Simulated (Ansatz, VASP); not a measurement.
## SiC3 in VASP and in Ansatz

INCAR

```
  ALGO = Normal
  EDIFF = 1E-6
  ENCUT = 520
  GGA = PS
  ISIF = 2
  ISMEAR = 0
  LASPH = True
  LCHARG = False
  LREAL = False
  LWAVE = False
  NBANDS = 16
  NELM = 60
  PREC = Accurate
  SIGMA = 0.01
```

Contents of KPOINTS:

```
k-points
0
Gamma
  5 5 5
```

The input POSCAR:

```
SiC3
1.0
    1.4154339595      0.8172011775      4.6700734293
   -1.4154339595      0.8172011775      4.6700734293
    0.0000000000     -1.6344023551      4.6700734293
C Si
3 1
Direct
    1.0082378924      0.0082378924      0.0082378924
    0.4889604674      0.4889604674      0.4889604674
    0.3791724033      0.3791724033      0.3791724033
    0.8736292368      0.8736292368      0.8736292368
```

Input for Ansatz:

```yaml
crystal:
  lattice:
    - [1.4154339595, 0.8172011775, 4.6700734293]
    - [-1.4154339595, 0.8172011775, 4.6700734293]
    - [0.0, -1.6344023551, 4.6700734293]
  atoms:
    - { symbol: C, position: [1.0082378924, 0.0082378924, 0.0082378924] }
    - { symbol: C, position: [0.4889604674, 0.4889604674, 0.4889604674] }
    - { symbol: C, position: [0.3791724033, 0.3791724033, 0.3791724033] }
    - { symbol: Si, position: [0.8736292368, 0.8736292368, 0.8736292368] }
kpoints:
  mp_grid: { grid: [5, 5, 5] }
hamiltonian:
  xc: pbesol
scf:
  occupations: { method: fixed }
  n_extra_bands: 5
output:
  forces: true
  stress: true
  eigenvalues: true
```

Alike in both runs: task single point; functional PBEsol; k mesh 5 × 5 × 5; no spin polarisation.

|  | VASP | Ansatz |
| --- | --- | --- |
| version | VASP 6.6.1 | Ansatz 0.2.0 |
| potentials or method | VASP PAW PBE potentials, release 64 (C, Si) | plane waves |
| plane-wave cutoff (eV) | 520 | 420 |
| occupations | gaussian, width 0.01 eV | fixed |
| valence electrons in the cell | 16 | 16 |

Ansatz gave:

- gap on the k mesh at the Fermi level (eV): 1.49
- pressure (GPa): -1.3
- traceless stress, the component that is largest in VASP (GPa): 0.38
- rms of the force components (eV/Å): 0.173

**Question.** What did VASP give for the same quantities?

**Answer.** gap on the k mesh at the Fermi level (eV): 1.47; pressure (GPa): -0.8; traceless stress, the component that is largest in VASP (GPa): 0.34; rms of the force components (eV/Å): 0.170.

VASP's potentials were made for PBE, not for PBEsol. Atom by atom the forces differ by 0.009 eV/Å (rms over components).

The k mesh is coarse, so the values compare programs but aren't converged.
